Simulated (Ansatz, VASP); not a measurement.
## La2NbO3: VASP beside Ansatz

```
La Nb O
1.0
     3.28599    0.00000    0.00000
     0.00000    3.28599    0.00000
     0.00000    0.00000    9.33571
La Nb O
2 1 3
Direct
  0.00000 0.50000 0.67295
  0.50000 0.00000 0.32705
  0.00000 0.00000 0.00000
  0.50000 0.50000 0.00000
  0.00000 0.50000 0.39882
  0.50000 0.00000 0.60118
```

Change from the starting cell: species swapped into the Hf2CuSb3 type (P-4m2, No. 115).

Alike in both runs: functional PBE; k mesh 6 × 6 × 2; occupations gaussian, width 0.1 eV; collinear spin.

Ansatz relaxed the structure, and its values are those at the end. VASP's run is a single point on that final structure, the one shown.

```csv
,VASP,Ansatz
version,VASP 6.6.1,Ansatz 0.2.0
potentials or method,"VASP PAW PBE potentials, release 64 (La, Nb_sv, O), cutoff 520 eV","scalar-relativistic, plane waves, PAW"
valence electrons in the cell,53,53
```

Ansatz gave:

```
gap on the k mesh at the Fermi level (eV) : none
pressure (GPa)                            : 0.0
rms of the force components (eV/Å)        : 0.002
net moment per atom (μB)                  : 0.00
```

Q: Estimate VASP's values.

A: gap on the k mesh at the Fermi level (eV): none; pressure (GPa): -0.2; rms of the force components (eV/Å): 0.009; net moment per atom (μB): 0.00.

A gap of «none» marks a metal or a gap that the smearing closes. With one functional, cell and mesh, what is left measures potentials, basis and numerics. Ansatz's warnings: no starting moments.

Neither program's run includes spin-orbit coupling.
